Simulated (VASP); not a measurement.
Cu6Cl, 14 atoms in the cell. The cell holds a slab with vacuum, 14 atoms: a = 5.039 Å, b = 5.039 Å, c = 22.115 Å, α = 90.00°, β = 90.00°, γ = 120.00°. 

```yaml
Program: VASP 6.6.1
Task: single point
Functional: PBE
Dispersion: D3(BJ)
Potentials_or_basis: VASP PAW PBE potentials, release 64 (Cu, Cl)
Cutoff: 520 eV
k_mesh: 4 × 4 × 1
Occupations: gaussian, width 0.1 eV
Spin: no spin polarisation
Dipole_correction: yes
Further_INCAR_settings: ALGO = Normal; EDIFF = 1e-06; NBANDS = 86
```

Potentials or basis: VASP PAW PBE potentials, release 64 (Cu, Cl).

Launch:

```bash
$ cat potpaw_PBE.64/Cu/POTCAR potpaw_PBE.64/Cl/POTCAR > POTCAR
$ mpirun -np 1 vasp_std > vasp.out
```

Hardware: 1 thread of Intel Xeon 8259CL, on a shared host.

Question: How long does it take, and how much memory?

Answer: Wall time 39 min on 1 thread of Intel Xeon 8259CL, on a shared host, peak memory 0.76 GiB. Counts: scf iterations 36, k points 10.
